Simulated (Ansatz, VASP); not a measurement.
**One calculation of Rh2Au, two programs**

```
Rh Au
1.0
     0.00000    2.80008    0.00000
     2.80008    0.00000    0.00000
     1.40004    1.40004   -5.89993
Rh Au
2 1
Direct
  0.32366 0.32366 0.35268
  0.67634 0.67634 0.64732
  0.00000 0.00000 0.00000
```

Alike in both runs: functional PBE; k mesh 6 × 6 × 6; no spin polarisation.

Ansatz relaxed the structure, and its values are those at the end. VASP's run is a single point on that final structure, the one shown.

|  | VASP | Ansatz |
| --- | --- | --- |
| version | VASP 6.6.1 | Ansatz 0.2.0 |
| potentials or method | VASP PAW PBE potentials, release 64 (Rh_pv, Au), cutoff 520 eV | PAW plane waves |
| occupations | fermi-dirac, width 0.1 eV | fermi-dirac |
| valence electrons in the cell | 41 | 53 |

Ansatz gave:

| Quantity | Value |
| --- | --- |
| gap on the k mesh at the Fermi level (eV) | none |
| pressure (GPa) | 0.0 |

Which values does VASP return?

gap on the k mesh at the Fermi level (eV): none; pressure (GPa): -0.1.

A gap of «none» marks a metal or a gap that the smearing closes. VASP's potentials hold 41 valence electrons a cell and Ansatz's 53, so a difference there can come from the potentials and not from the codes.

The k mesh is coarse, so the values compare programs but aren't converged. Spin-orbit coupling is off throughout.
